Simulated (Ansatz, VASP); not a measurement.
TeRu in VASP and in Ansatz

```
Ru Te
1.0
     0.00000    2.71052    2.71052
     2.71052    0.00000    2.71052
     2.71052    2.71052    0.00000
Ru Te
1 1
Direct
  0.50000 0.50000 0.50000
  0.00000 0.00000 0.00000
```

Alike in both runs: task single point; functional r2SCAN; k mesh 12 × 12 × 12; no spin polarisation.

|  | VASP | Ansatz |
| --- | --- | --- |
| version | VASP 6.6.1 | Ansatz 0.2.0 |
| potentials or method | VASP PAW PBE potentials, release 64 (Ru_pv, Te), cutoff 520 eV | scalar-relativistic, plane waves, PAW |
| occupations | tetrahedron | tetrahedron-uncorrected |
| valence electrons in the cell | 20 | 32 |

|  | VASP | Ansatz | Ansatz less VASP |
| --- | --- | --- | --- |
| gap on the k mesh at the Fermi level (eV) | none | none | - |
| pressure (GPa) | 0.2 | 0.2 | -0.01 |

VASP's potentials were made for PBE, not for r2SCAN. A gap of «none» marks a metal or a gap that the smearing closes. VASP's potentials hold 20 valence electrons a cell and Ansatz's 32, so a difference there can come from the potentials and not from the codes. Ansatz's warnings: band table not solved further.

Spin-orbit coupling is off throughout.
